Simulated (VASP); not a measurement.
The system is CsLi3P2.

```
Cs Li P
1.0
     3.57450    2.06374    3.13808
    -3.57450    2.06374    3.13808
     0.00000   -4.12748    3.13808
Cs Li P
1 3 2
Direct
  0.50000 0.50000 0.50000
  0.00000 0.00000 0.50000
  0.50000 0.00000 0.00000
  0.00000 0.50000 0.00000
  0.22668 0.22668 0.22668
  0.77332 0.77332 0.77332
```

* Program: VASP 6.6.1
* Task: relaxation of cell and atoms
* Functional: PBE
* Potentials or basis: VASP PAW PBE potentials, release 64 (Cs_sv, Li_sv, P)
* Cutoff: 600 eV
* k mesh: 3 × 3 × 3
* Occupations: gaussian, width 0.1 eV
* Spin: no spin polarisation

At the start: pressure 10.2 GPa; volume 23.15 Å³/atom.

Problem. How do energy, volume and symmetry change on relaxing?

Solution. Over 38 steps the energy falls by 580.2 meV/atom and the volume is 28.63 Å³/atom (+23.7 %); space group R-3m (No. 166, to 0.05 Å).

The path:
```csv
step,energy change (eV),largest force (eV/Å),pressure (GPa),volume (Å³)
1,0.0000,0.8987,10.25,138.89
2,-1.2034,0.4126,2.52,170.83
3,-1.3601,0.3592,0.62,186.20
4,-1.3770,0.3493,-0.02,192.89
5,-1.3773,0.3482,-0.12,194.09
6,-1.4012,0.3894,-0.15,193.99
7,-1.4733,0.5382,-0.27,193.56
8,-1.6259,0.9581,-0.58,192.23
9,-1.9320,2.1748,-0.86,187.50
10,5.3505,18.6874,17.84,169.04
11,-1.3196,2.3052,0.00,187.23
12,-1.3169,2.3647,0.02,186.99
13,-0.7615,3.7351,2.48,179.47
14,-1.1792,2.5308,0.28,186.45
15,-1.1810,2.5372,0.28,186.44
16,-1.1864,2.5569,0.27,186.43
17,-1.1973,2.5963,0.26,186.39
18,-1.2192,2.6758,0.25,186.31
19,-1.2628,2.8343,0.25,186.12
20,-1.3397,3.1004,0.36,185.61
21,-1.2716,2.6938,1.44,184.05
22,-1.3380,3.1971,0.62,185.11
23,-1.3275,3.0878,0.97,184.60
24,-1.4271,2.6762,1.05,184.67
25,-1.4519,1.2811,1.55,184.74
26,-1.4694,2.0638,1.25,184.71
27,-1.6131,1.9550,0.97,185.01
28,-1.9950,1.6555,0.23,185.85
29,-2.5671,1.2288,-0.91,187.31
30,-3.1538,0.8132,-2.05,189.30
31,-3.2636,0.7495,-2.21,189.85
32,-3.2953,0.7400,-2.21,190.06
33,-3.3631,0.6111,-1.84,186.15
34,-3.4758,0.0394,-0.42,174.73
35,-3.4792,0.1438,-0.03,172.15
36,-3.4793,0.1131,-0.09,172.56
37,-3.4807,0.0496,-0.06,172.18
38,-3.4812,0.0174,-0.03,171.76
```

Final structure:
```cif
data_structure
_symmetry_space_group_name_H-M 'P 1'
_symmetry_Int_Tables_number 1
_cell_length_a 5.5670
_cell_length_b 5.5670
_cell_length_c 5.5670
_cell_angle_alpha 93.067
_cell_angle_beta 93.067
_cell_angle_gamma 93.067
_cell_volume 171.76
loop_
_atom_site_label
_atom_site_type_symbol
_atom_site_fract_x
_atom_site_fract_y
_atom_site_fract_z
_atom_site_occupancy
Cs1 Cs 0.50000 0.50000 0.50000 1
Li1 Li 0.00000 0.00000 0.50000 1
Li2 Li 0.50000 0.00000 0.00000 1
Li3 Li 0.00000 0.50000 0.00000 1
P1 P 0.12584 0.12584 0.12584 1
P2 P 0.87416 0.87416 0.87416 1
```

Caveat: the cutoff is under 1.25 times the usual one of these potentials, so pressure, stress and relaxed cells hold a basis-set (Pulay) error; the volume moved by over 15 % at a fixed basis, so the end points are rough.
